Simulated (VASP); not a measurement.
# Hg (P2_1/c) in VASP: single point with PBE

Aim: the single point of Hg with PBE.

All numbers are computed with VASP 6.6.1; they aren't measurements. Logs are shortened: lines on timing, memory, paths and dates and some standing lists are left out, and cuts for length are marked.

## Step 1: The cell of the first run

It takes space group P2_1/c (No. 14, monoclinic). The conventional cell has a = 6.326 Å, b = 6.876 Å, c = 6.869 Å, α = 90.00°, β = 114.40°, γ = 90.00°. Hg (site symmetry -1) has 6 Hg at 3.45 to 3.79 Å within 4.5 Å. Within 4.6 Å of Hg (site symmetry 1) lie 9 Hg at 3.45 to 4.55 Å.

## Step 2: Single point, PBE

Contents of INCAR:

```
PREC     = Accurate       # precision mode
ENCUT    = 520            # plane-wave cutoff, eV
EDIFF    = 1E-6           # SCF threshold, eV
ISMEAR   = 0              # smearing method
SIGMA    = 0.2605         # smearing width, eV
LREAL    = False          # projectors in reciprocal space
LASPH    = True           # aspherical terms in the spheres
NELM     = 100            # most SCF steps
ALGO     = Normal         # electronic algorithm
ISIF     = 2              # what is computed and relaxed
LWAVE    = False          # write WAVECAR
LCHARG   = True           # write CHGCAR
GGA      = PE             # functional
LELF     = True           # ELF
LVHAR    = True         
NBANDS   = 45             # bands
```

Contents of KPOINTS:

```
Automatic mesh
0
Gamma
  5 4 4
```

Contents of POSCAR:

```
Hg
1.0
    6.3264429100      0.0000000000      0.0000000000
    0.0000000000      6.8763506300      0.0000000000
   -2.8377542100      0.0000000000      6.2557963000
Hg
6
Direct
    0.0000000000      0.0000000000      0.0000000000
    0.0000000000      0.5000000000      0.5000000000
    0.4250000000      0.3600000000      0.2650000000
    0.5750000000      0.8600000000      0.2350000000
    0.5750000000      0.6400000000      0.7350000000
    0.4250000000      0.1400000000      0.7650000000
```

Potentials or basis: VASP PAW PBE potentials, release 64 (Hg).

Command:

```
cat potpaw_PBE.64/Hg/POTCAR > POTCAR
mpirun -np 1 vasp_std > vasp.out
```

OUTCAR:

```text
PREC = Accurate
   ENCUT = 520
   EDIFF = 1E-6
   ISMEAR = 0
   LREAL = False
   LASPH = True
   NELM = 100
   ISIF = 2
   GGA = PE

 ion  position               nearest neighbor table
   1  0.000  0.000  0.000-   4 3.45   6 3.45   5 3.55   3 3.55   6 3.79   4 3.79
   2  0.000  0.500  0.500-   5 3.45   3 3.45   6 3.55   4 3.55   3 3.79   5 3.79
   3  0.425  0.360  0.265-   2 3.45   5 3.54   1 3.55   4 3.60   4 3.60   6 3.75   6 3.75   2 3.79

   4  0.575  0.860  0.235-   1 3.45   6 3.54   2 3.55   3 3.60   3 3.60   5 3.75   5 3.75   1 3.79

   5  0.575  0.640  0.735-   2 3.45   3 3.54   1 3.55   6 3.60   6 3.60   4 3.75   4 3.75   2 3.79

   6  0.425  0.140  0.765-   1 3.45   4 3.54   2 3.55   5 3.60   5 3.60   3 3.75   3 3.75   1 3.79

  LATTYP: Found a simple monoclinic cell.
 ALAT       =     6.3264429100
 B/A-ratio  =     1.0869221026
 C/A-ratio  =     1.0858140045
 COS(beta)  =    -0.4131043276

  Lattice vectors:

 A1 = (   6.3264429100,   0.0000000000,   0.0000000000)
 A2 = (   0.0000000000,   6.8763506300,   0.0000000000)
 A3 = (  -2.8377542100,   0.0000000000,   6.2557963000)

Analysis of symmetry for initial positions (statically):
=====================================================================
 Subroutine PRICEL returns:
 Original cell was already a primitive cell.

 Routine SETGRP: Setting up the symmetry group for a
 simple monoclinic supercell.

 Subroutine GETGRP returns: Found  4 space group operations
 (whereof  2 operations were pure point group operations)
 out of a pool of  4 trial point group operations.

The static configuration has the point symmetry S_2 .
 The point group associated with its full space group is C_2h.

Analysis of symmetry for dynamics (positions and initial velocities):
=====================================================================
 Subroutine PRICEL returns:
 Original cell was already a primitive cell.

 Routine SETGRP: Setting up the symmetry group for a
 simple monoclinic supercell.

 Subroutine GETGRP returns: Found  4 space group operations
 (whereof  2 operations were pure point group operations)
 out of a pool of  4 trial point group operations.

The dynamic configuration has the point symmetry S_2 .
 The point group associated with its full space group is C_2h.

 Subroutine INISYM returns: Found  4 space group operations
 (whereof  2 operations are pure point group operations),
 and found     1 'primitive' translations

----------------------------------------------------------------------------------------

                                     Primitive cell

  volume of cell :     272.1449

  direct lattice vectors                    reciprocal lattice vectors
     6.326442910  0.000000000  0.000000000     0.158066707  0.000000000  0.071702217
     0.000000000  6.876350630  0.000000000     0.000000000  0.145425976  0.000000000
    -2.837754210  0.000000000  6.255796300     0.000000000  0.000000000  0.159851752

  length of vectors
     6.326442910  6.876350630  6.869340311     0.173569271  0.145425976  0.159851752

  position of ions in fractional coordinates (direct lattice)
     0.000000000  0.000000000  0.000000000
     0.000000000  0.500000000  0.500000000
     0.425000000  0.360000000  0.265000000
     0.575000000  0.860000000  0.235000000
     0.575000000  0.640000000  0.735000000
     0.425000000  0.140000000  0.765000000

  ion indices of the primitive-cell ions
   primitive index   ion index
                 1           1
                 2           2
                 3           3
                 4           4
                 5           5
                 6           6

----------------------------------------------------------------------------------------

 KPOINTS: Automatic mesh

Automatic generation of k-mesh.
 Grid dimensions read from file:
 generate k-points for:    5    4    4

 Generating k-lattice:

  Cartesian coordinates                     Fractional coordinates (reciprocal lattice)
     0.031613341  0.000000000  0.014340443     0.200000000  0.000000000  0.000000000
     0.000000000  0.036356494  0.000000000     0.000000000  0.250000000  0.000000000
     0.000000000  0.000000000  0.039962938     0.000000000  0.000000000  0.250000000

  Length of vectors
     0.034713854  0.036356494  0.039962938

  Shift w.r.t. Gamma in fractional coordinates (k-lattice)
     0.000000000  0.000000000  0.000000000

 Subroutine IBZKPT returns following result:
 ===========================================

 Found     33 irreducible k-points:

 Following reciprocal coordinates:
            Coordinates               Weight
  0.000000  0.000000  0.000000      1.000000
  0.200000  0.000000  0.000000      2.000000
  0.400000  0.000000  0.000000      2.000000
  0.000000  0.250000  0.000000      2.000000
  0.200000  0.250000  0.000000      4.000000
  0.400000  0.250000  0.000000      4.000000
[... 16 lines left out ...]
 -0.400000  0.500000  0.250000      2.000000
 -0.200000  0.500000  0.250000      2.000000
 [... further k-points ...]
   k-points           NKPTS =     33   k-points in BZ     NKDIM =     33   number of bands    NBANDS=     45
   number of dos      NEDOS =    301   number of ions     NIONS =      6
   total plane-waves  NPLWV = 139968
   dimension x,y,z NGX =    48 NGY =   54 NGZ =   54
   dimension x,y,z NGXF=    96 NGYF=  108 NGZF=  108
   ions per type =               6
   NGX,Y,Z   is equivalent  to a cutoff of  12.61, 13.06, 13.07 a.u.
   NGXF,Y,Z  is equivalent  to a cutoff of  25.23, 26.11, 26.14 a.u.
 SYSTEM =  unknown system
   PREC   = accura    normal or accurate (medium, high low for compatibility)
   ISTART =      0    job   : 0-new  1-cont  2-samecut
   ICHARG =      2    charge: 1-file 2-atom 10-const
   ISPIN  =      1    spin polarized calculation?
   LNONCOLLINEAR =      F non collinear calculations
   LSORBIT =      F    spin-orbit coupling
   LASPH  =      T    aspherical Exc in radial PAW
   ENCUT  =  520.0 eV  38.22 Ry    6.18 a.u.  11.76 12.79 12.77*2*pi/ulx,y,z
   NELM   =    100;   NELMIN=  2; NELMDL= -5     # of ELM steps
   EDIFF  = 0.1E-05   stopping-criterion for ELM
   LREAL  =      F    real-space projection
   EDIFFG = 0.1E-04   stopping-criterion for IOM
   NSW    =      0    number of steps for IOM
   IBRION =     -1    ionic relax: 0-MD 1-quasi-New 2-CG
   NFREE  =      0    steps in history (QN), initial steepest desc. (CG)
   ISIF   =      2    stress and relaxation
   ISYM   =      2    0-nonsym 1-usesym 2-fastsym
   POTIM  = 0.5000    time-step for ionic-motion
   TEBEG  =    0.0;   TEEND  =   0.0 temperature during run
   PSTRESS=    0.0 pullay stress
   NELECT =      72.0000    total number of electrons
   NUPDOWN=      -1.0000    fix difference up-down
   EMIN   =  10.00;   EMAX   =-10.00  energy-range for DOS
   EFERMI =   0.00;   METHOD = LEGACY
   ISMEAR =     0;   SIGMA  =   0.26  broadening in eV -4-tet -1-fermi 0-gaus
   EFERMI_NEDOS =   21; number of points for ismear=-14 and -15
   IALGO  =     38    algorithm
   IMIX   =      4    mixing-type and parameters
     AMIX     =   0.40;   BMIX     =  1.00
     AMIX_MAG =   1.60;   BMIX_MAG =  1.00
  volume/ion in A,a.u.               =      45.36       306.09
  Fermi-wavevector in a.u.,A,eV,Ry     =   1.050959  1.986024 15.027824  1.104514
  Thomas-Fermi vector in A             =   2.185983
   LORBIT       =      0    0 simple, 1 ext, 2 COOP (PROOUT), +10 PAW based schemes
   GGA     = PE    functional components
   LHFCALC =     F    Hartree Fock is set to
   AEXX    =    0.0000 exact exchange contribution
   IVDW    =     0    specifies the selected vdW correction
   LEPSILON=     F    determine dielectric tensor
   LRPA    =     F    only Hartree local field effects (RPA)
 non-spin polarized calculation
 Gauss-broadening in eV      SIGMA  =   0.26
  energy-cutoff  :      520.00
  volume of cell :      272.14
 maximum number of plane-waves:      7354
   NGX = 23   NGY = 25   NGZ = 25

 number of electron      72.0000011 magnetization

 Free energy of the ion-electron system (eV)
  ---------------------------------------------------
  ext. energy  EPLUGINS =         0.00000000
  ---------------------------------------------------
  free energy    TOTEN  =        -0.90397447 eV

  energy without entropy =       -0.90397443  energy(sigma->0) =       -0.90397445

 E-fermi :  -1.0306     XC(G=0):  -7.4262

 val. band max:       -1.9625420952   @ k =   0.0000   0.0000   0.0000
 cond. band min:      -0.0941998685   @ k =   0.4000   0.2500   0.0000
 fundamental gap:      1.8683422266
 Fermi energy:        -1.0305977297

 k-point     1 :       0.0000    0.0000    0.0000
  band No.  band energies     occupation
      1      -7.1630      2.00000
      2      -6.9719      2.00000
      3      -6.9701      2.00000
      4      -6.9309      2.00000
      5      -6.8729      2.00000
      6      -6.8716      2.00000
[... 37 lines left out ...]
     44       3.4954      0.00000
     45       3.5268      0.00000

 k-point     2 :       0.2000    0.0000    0.0000
  band No.  band energies     occupation
      1      -7.0999      2.00000
      2      -7.0357      2.00000
      3      -6.9445      2.00000
      4      -6.9386      2.00000
      5      -6.9034      2.00000
      6      -6.8784      2.00000
[... 37 lines left out ...]
     44       3.2740      0.00000
     45       3.4017      0.00000

 k-point     3 :       0.4000    0.0000    0.0000
  band No.  band energies     occupation
      1      -7.1392      2.00000
      2      -7.0517      2.00000
      3      -6.9835      2.00000
      4      -6.9673      2.00000
      5      -6.8926      2.00000
      6      -6.8364      2.00000
[... 37 lines left out ...]
     44       3.6841      0.00000
     45       3.8190      0.00000

 k-point     4 :       0.0000    0.2500    0.0000
  band No.  band energies     occupation
      1      -7.1016      2.00000
      2      -7.0062      2.00000
      3      -6.9536      2.00000
      4      -6.9236      2.00000
      5      -6.8833      2.00000
      6      -6.8429      2.00000
[... 901 lines left out ...]
     44       3.8808      0.00000
     45       4.2012      0.00000

 k-point    23 :      -0.4000    0.5000    0.2500
  band No.  band energies     occupation
      1      -7.0981      2.00000
      2      -7.0981      2.00000
      3      -6.9462      2.00000
      4      -6.9462      2.00000
      5      -6.8716      2.00000
      6      -6.8716      2.00000
[... 37 lines left out ...]
     44       4.0606      0.00000
     45       4.5538      0.00000

 k-point    24 :      -0.2000    0.5000    0.2500
  band No.  band energies     occupation
      1      -7.0468      2.00000
      2      -7.0468      2.00000
      3      -6.9492      2.00000
      4      -6.9492      2.00000
      5      -6.8749      2.00000
      6      -6.8749      2.00000
[... 37 lines left out ...]
     44       3.4993      0.00000
     45       4.4917      0.00000

 [... further k-points ...]
[... 5 lines left out ...]
  --------------------------------------------------------------------------------------
  -------------------------------------------------------------------------------------
  Total       -0.7411845     -0.8526531     -0.9279317      0.0000000      0.0000000      0.2079760
  in kB       -4.3635176     -5.0197578     -5.4629394      0.0000000      0.0000000      1.2244008
  external PRESSURE =      -4.9487383 kB  Pullay stress =       0.0000000 kB

 VOLUME and BASIS-vectors are now :
 -----------------------------------------------------------------------------
  energy-cutoff  :      520.00
  volume of cell :      272.14
      direct lattice vectors                 reciprocal lattice vectors
     6.326442910  0.000000000  0.000000000     0.158066707  0.000000000  0.071702217
     0.000000000  6.876350630  0.000000000     0.000000000  0.145425976  0.000000000
    -2.837754210  0.000000000  6.255796300     0.000000000  0.000000000  0.159851752

 POSITION                                       TOTAL-FORCE (eV/Angst)
 -----------------------------------------------------------------------------------
      0.00000      0.00000      0.00000         0.000000      0.000000      0.000000
     -1.41888      3.43818      3.12790         0.000000      0.000000      0.000000
      1.93673      2.47549      1.65779        -0.024657     -0.023253      0.016027
      2.97083      5.91366      1.47011         0.024657     -0.023253     -0.016027
      1.55196      4.40086      4.59801         0.024657      0.023253     -0.016027
      0.51786      0.96269      4.78568        -0.024657      0.023253      0.016027
 -----------------------------------------------------------------------------------
    total drift:                               -0.000000     -0.000000      0.000000

  FREE ENERGIE OF THE ION-ELECTRON SYSTEM (eV)
  ---------------------------------------------------
  free  energy   TOTEN  =        -0.9039744744 eV

  energy  without entropy=       -0.9039744293  energy(sigma->0) =       -0.90397445
```

Wall time 4.8 min (1 thread of Intel Xeon Platinum 8259CL at 2.50GHz (Skylake/Cascade Lake), shared host); peak memory 0.53 GiB.

Results:

```yaml
Free_energy: -0.9040 eV
Pressure: -0.5 GPa
Largest_force: 0.037 eV/Å
Band_gap_on_the_k_mesh: 1.87 eV (least direct gap 1.93 eV)
```

Forces in eV/Å, atoms in the order of the input:
```
Hg   0.000  0.000  0.000
Hg   0.000  0.000  0.000
Hg  -0.025 -0.023  0.016
Hg   0.025 -0.023 -0.016
Hg   0.025  0.023 -0.016
Hg  -0.025  0.023  0.016
```

Caveat: so wide a smearing shifts energies and pressures; spin-orbit coupling is left out, which moves the levels of the heavy elements. A k mesh can miss the band edges.
